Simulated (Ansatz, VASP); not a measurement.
**SiP5 in VASP and in Ansatz**

```
CELL_PARAMETERS angstrom
4.45395 0.00000 0.00000
-2.22697 3.85723 0.00000
0.00000 0.00000 5.10154
ATOMIC_POSITIONS crystal
Si 0.00000 0.00000 0.50000
P 0.33333 0.66667 0.50000
P 0.66667 0.33333 0.50000
P 0.33333 0.66667 0.00000
P 0.66667 0.33333 0.00000
P 0.00000 0.00000 0.00000
```

Alike in both runs: functional PBE; k mesh 4 × 4 × 2; occupations gaussian, width 0.2 eV; no spin polarisation.

Ansatz relaxed the structure, and its values are those at the end. VASP's run is a single point on that final structure, the one shown.

|  | VASP | Ansatz |
| --- | --- | --- |
| version | VASP 6.6.1 | Ansatz 0.2.0 |
| potentials or method | VASP PAW PBE potentials, release 64 (Si, P), cutoff 500 eV | scalar-relativistic, plane waves, PAW |
| valence electrons in the cell | 29 | 29 |

```csv
,VASP,Ansatz,Ansatz less VASP
gap on the k mesh at the Fermi level (eV),none,none,-
pressure (GPa),-0.2,0.0,+0.19
```

A gap of «none» marks a metal or a gap that the smearing closes.

The k mesh is coarse, so the values compare programs but aren't converged.
